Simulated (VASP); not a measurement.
A run of VASP 6.6.1 is set up as follows.

File INCAR:

```
PREC = Accurate
ENCUT = 520
EDIFF = 1E-6
ISMEAR = -1
SIGMA = 0.05
LREAL = False
LASPH = True
NELM = 100
ALGO = Normal
ISIF = 2
LWAVE = False
LCHARG = False
GGA = PE
NBANDS = 66
```

The input KPOINTS:

```
Automatic mesh
0
Gamma
  9 9 9
```

File POSCAR:

```
W
1.0
    5.0830000000      0.0000000000      0.0000000000
    0.0000000000      5.0830000000      0.0000000000
    0.0000000000      0.0000000000      5.0830000000
W
8
Direct
    0.0000000000      0.0000000000      0.0000000000
    0.5000000000      0.5000000000      0.5000000000
    0.0000000000      0.5000000000      0.2500000000
    0.0000000000      0.5000000000      0.7500000000
    0.2500000000      0.0000000000      0.5000000000
    0.7500000000      0.0000000000      0.5000000000
    0.5000000000      0.7500000000      0.0000000000
    0.5000000000      0.2500000000      0.0000000000
```

Potentials or basis: VASP PAW PBE potentials, release 64 (W_sv).

Command:

```console
$ cat potpaw_PBE.64/W_sv/POTCAR > POTCAR
$ mpirun -np 1 vasp_std > vasp.out
```

Task: Estimate the pressure.

Result: 0.0 GPa.

Task: Predict the band gap on the k mesh.

Result: Zero (bands 56 and 57 overlap by 0.72 eV).

Caveat: spin-orbit coupling is left out, which moves the levels of the heavy elements.
